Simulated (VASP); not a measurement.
Wanted: the native input for a VASP 6.6.1 run.

```
Task                   : single point
Functional             : PBE
Potentials or basis    : VASP PAW PBE potentials, release 64 (Hf_pv, N)
Cutoff                 : 520 eV
k mesh                 : 18 × 18 × 18
Occupations            : gaussian, width 0.15 eV
Spin                   : no spin polarisation
Dipole correction      : no
Further INCAR settings : ALGO = Normal; EDIFF = 1e-06; NBANDS = 14
```

The structure of HfN lies in POSCAR:

```
HfN
1.0
    0.0000000000      2.3267700000      2.2928850000
    2.3267700000      0.0000000000      2.2928850000
    2.3267700000      2.3267700000      0.0000000000
Hf N
1 1
Direct
    0.0000000000      0.0000000000      0.0000000000
    0.5000000000      0.5000000000      0.5000000000
```

This cell differs from its parent crystal: strain +0.030 along x and y, +0.015 along z.

These files were run (other wordings do the same):

INCAR

```
SYSTEM = HfN
PREC = Accurate
ENCUT = 520
EDIFF = 1E-6
ISMEAR = 0
SIGMA = 0.15
LREAL = .False.
LASPH = .True.
NELM = 60
ALGO = Normal
ISIF = 2
LWAVE = .False.
LCHARG = .True.
GGA = PE
LELF = .True.
LVHAR = .True.
NBANDS = 14
```

KPOINTS

```
regular mesh
0
Gamma
  18 18 18
  0 0 0
```

Potentials or basis: VASP PAW PBE potentials, release 64 (Hf_pv, N).

Command:

```console
$ cat potpaw_PBE.64/Hf_pv/POTCAR potpaw_PBE.64/N/POTCAR > POTCAR
$ mpirun -np 1 vasp_std > vasp.out
```

Results of the run:

The pressure is -14.7 GPa.

Caveat: the cell differs from its parent crystal (strain +0.030 along x and y, +0.015 along z).

Run time: 120 s on 1 thread of Intel Xeon 8259CL, with other jobs on the host, peak memory 0.29 GiB.
